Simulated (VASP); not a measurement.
Wanted: the native input for a VASP 6.6.1 run.

```yaml
Task: single point
Functional: LDA
Potentials_or_basis: VASP PAW LDA potentials, release 64 (Bi_d)
Cutoff: 520 eV
k_mesh: 13 × 13 × 7
Occupations: fermi-dirac, width 0.08 eV
Spin: no spin polarisation
Dipole_correction: no
Further_INCAR_settings: ALGO = Normal; EDIFF = 1e-06; NBANDS = 22
```

The structure of Bi lies in POSCAR:

```
Bi
1.0
    3.2927677059      0.0000000000      0.0000000000
   -1.6463838530      2.8516204820      0.0000000000
    0.0000000000      0.0000000000      5.1718558544
Bi
2
Direct
    0.3333333333      0.6666666667      0.2500000000
    0.6666666667      0.3333333333      0.7500000000
```

One way to write it, as run:

INCAR

```
SYSTEM = Bi
PREC = Accurate
ENCUT = 520
EDIFF = 1E-6
ISMEAR = -1
SIGMA = 0.08
LREAL = .FALSE.
LASPH = .TRUE.
NELM = 100
ALGO = Normal
ISIF = 2
LWAVE = .FALSE.
LCHARG = .TRUE.
LELF = .TRUE.
LVHAR = .TRUE.
NBANDS = 22
```

KPOINTS

```
regular mesh
0
G
  13 13 7
  0 0 0
```

Potentials or basis: VASP PAW LDA potentials, release 64 (Bi_d).

The run is started by

```bash
$ cat potpaw_LDA.64/Bi_d/POTCAR > POTCAR
$ mpirun -np 1 vasp_std > vasp.out
```

It gave:

```
Pressure               : 19.2 GPa
Band gap on the k mesh : zero (band 15 reaches 16.04 eV, above the bottom of band 16 at 8.20 eV)
```

Caveat: spin-orbit coupling is left out, which moves the levels of the heavy elements.

Run time: 53 s on 1 thread of AMD EPYC 7R43 64-Core Processor (Zen 3), on a shared host, peak memory 0.15 GiB.
